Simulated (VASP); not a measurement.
Wanted: the native input for a VASP 6.6.1 run.

```yaml
Task: relaxation of the atoms
Functional: PBE
Potentials_or_basis: VASP PAW PBE potentials, release 64 (Si, C)
Cutoff: 520 eV
k_mesh: 12 × 12 × 6
Occupations: gaussian, width 0.05 eV
Spin: no spin polarisation
Dipole_correction: no
Further_INCAR_settings: ALGO = Normal; EDIFF = 1e-06; IBRION = 2; EDIFFG = -0.01; NSW = 50
```

The structure of SiC lies in POSCAR:

```
SiC
1.0
    3.1336153355      0.0000000000      0.0000000000
   -1.5668076678      2.7137904863      0.0000000000
    0.0000000000      0.0000000000      4.9401445765
Si C
2 2
Direct
    0.3333333333      0.6666666667      0.0045639005
    0.6666666667      0.3333333333      0.5045639005
    0.3333333333      0.6666666667      0.3804360995
    0.6666666667      0.3333333333      0.8804360995
```

This cell differs from its parent crystal: volume 10.503 Å^3 an atom, c/a of the conventional cell 1.5765.

The input as run:

INCAR

```
SYSTEM = SiC
PREC = Accurate ; ENCUT = 520
EDIFF = 1E-6 ; ISMEAR = 0
SIGMA = 0.05 ; LREAL = .FALSE.
LASPH = .TRUE. ; NELM = 60
ALGO = Normal ; ISIF = 2
LWAVE = .FALSE. ; LCHARG = .FALSE.
GGA = PE ; IBRION = 2
NSW = 50 ; EDIFFG = -0.01
```

KPOINTS

```
Automatic mesh
0
G
  12 12 6
  0 0 0
```

Potentials or basis: VASP PAW PBE potentials, release 64 (Si, C).

The run is started by

```bash
$ cat potpaw_PBE.64/Si/POTCAR potpaw_PBE.64/C/POTCAR > POTCAR
$ mpirun -np 1 vasp_std > vasp.out
```

It gave:

* Energy gained by relaxing: 2.4 meV/atom
* Ionic steps: 3
* Pressure after relaxing: 0.0 GPa
* Band gap on the k mesh: 2.28 eV, indirect (least direct gap 3.61 eV)

Run time: 74 s on 1 thread of Oxide Virtual Turin-like Processor (shared host), peak memory 0.14 GiB.
